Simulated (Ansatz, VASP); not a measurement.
**One calculation of BN, two programs**

INCAR

```
SYSTEM = BN
  ALGO = Normal
  EDIFF = 1E-6
  ENCUT = 520
  GGA = PE
  ISIF = 2
  ISMEAR = 0
  IVDW = 12
  LASPH = .TRUE.
  LCHARG = .FALSE.
  LREAL = .FALSE.
  LWAVE = .FALSE.
  NBANDS = 16
  NELM = 60
  PREC = Accurate
  SIGMA = 0.05
```

Contents of KPOINTS:

```
k-points
0
G
  12 12 4
  0 0 0
```

File POSCAR:

```
BN
1.0
    2.5061233057      0.0000000000      0.0000000000
   -1.2530616528      2.1703664477      0.0000000000
    0.0000000000      0.0000000000      6.5973571420
B N
2 2
Direct
    0.0442321619      0.0884643237      0.4708974373
    0.3333333333      0.6666666667      0.0000000000
    0.0000000000      0.0000000000      0.0000000000
    0.6666666667      0.3333333333      0.5000000000
```

Input for Ansatz:

```yaml
crystal:
  lattice:
    - [2.5061233057, 0.0, 0.0]
    - [-1.2530616528, 2.1703664477, 0.0]
    - [0.0, 0.0, 6.597357142]
  atoms:
    - { symbol: B, position: [0.0442321619, 0.0884643237, 0.4708974373] }
    - { symbol: B, position: [0.3333333333, 0.6666666667, 0.0] }
    - { symbol: "N", position: [0.0, 0.0, 0.0] }
    - { symbol: "N", position: [0.6666666667, 0.3333333333, 0.5] }
basis:
  ecutwfc: 420
kpoints:
  mp_grid: { grid: [12, 12, 4] }
hamiltonian:
  xc: pbe
  dispersion: d3bj
scf:
  occupations: { method: gaussian, width: 0.05 }
output:
  forces: true
  stress: true
  eigenvalues: true
  write_density: true
  write_potential: true
  elf: true
  volumetric_format: npy
```

Alike in both runs: task single point; functional PBE; dispersion D3(BJ); k mesh 12 × 12 × 4; occupations gaussian, width 0.05 eV; no spin polarisation.

|  | VASP | Ansatz |
| --- | --- | --- |
| version | VASP 6.6.1 | Ansatz 0.2.0 |
| potentials or method | VASP PAW PBE potentials, release 64 (B, N), cutoff 520 eV | scalar-relativistic, plane waves, PAW |
| valence electrons in the cell | 16 | 16 |

VASP gave:

| Property | Result |
| --- | --- |
| gap on the k mesh at the Fermi level (eV) | 2.79 |
| least direct gap on the mesh (eV) | 3.77 |
| pressure (GPa) | 4.1 |
| traceless stress, the component that is largest in VASP (GPa) | 10.59 |
| rms of the force components (eV/Å) | 2.259 |

Question: Which values does Ansatz return?

Answer: gap on the k mesh at the Fermi level (eV): 2.79; least direct gap on the mesh (eV): 3.77; pressure (GPa): 4.1; traceless stress, the component that is largest in VASP (GPa): 10.49; rms of the force components (eV/Å): 2.261.

Atom by atom the forces differ by 0.007 eV/Å (rms over components).
